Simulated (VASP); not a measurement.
ZrC:

```
Zr C
1.0
     0.00000    2.23629    2.23629
     2.23629    0.00000    2.23629
     2.23629    2.23629    0.00000
Zr C
1 1
Direct
  0.00000 0.00000 0.00000
  0.50000 0.50000 0.50000
```

* Program: VASP 6.6.1
* Task: relaxation of cell and atoms
* Functional: PBEsol
* Potentials or basis: VASP PAW PBE potentials, release 64 (Zr_sv, C)
* Cutoff: 600 eV
* k mesh: 8 × 8 × 8
* Occupations: gaussian, width 0.1 eV
* Spin: no spin polarisation

At the start: pressure 39.8 GPa; volume 11.18 Å³/atom.

Question: Where does the relaxation end?

Answer: Over 4 steps the energy falls by 173.4 meV/atom and the volume is 12.76 Å³/atom (+14.1 %); space group Fm-3m (No. 225, to 0.05 Å).

The path:
```tsv
step	energy change (eV)	largest force (eV/Å)	pressure (GPa)	volume (Å³)
1	0.0000	0.0000	39.80	22.37
2	0.6176	0.0000	-35.10	32.62
3	-0.3450	0.0000	-2.29	25.73
4	-0.3467	0.0000	-0.33	25.52
```

Final structure:
```xyz
2
Lattice="0.0000 2.3367 2.3367 2.3367 0.0000 2.3367 2.3367 2.3367 0.0000" Properties=species:S:1:pos:R:3 pbc="T T T"
Zr    0.0000    0.0000    0.0000
C     2.3367    2.3367    2.3367
```

Caveat: the PAW data sets were made with another functional, which shifts forces and pressure a little.
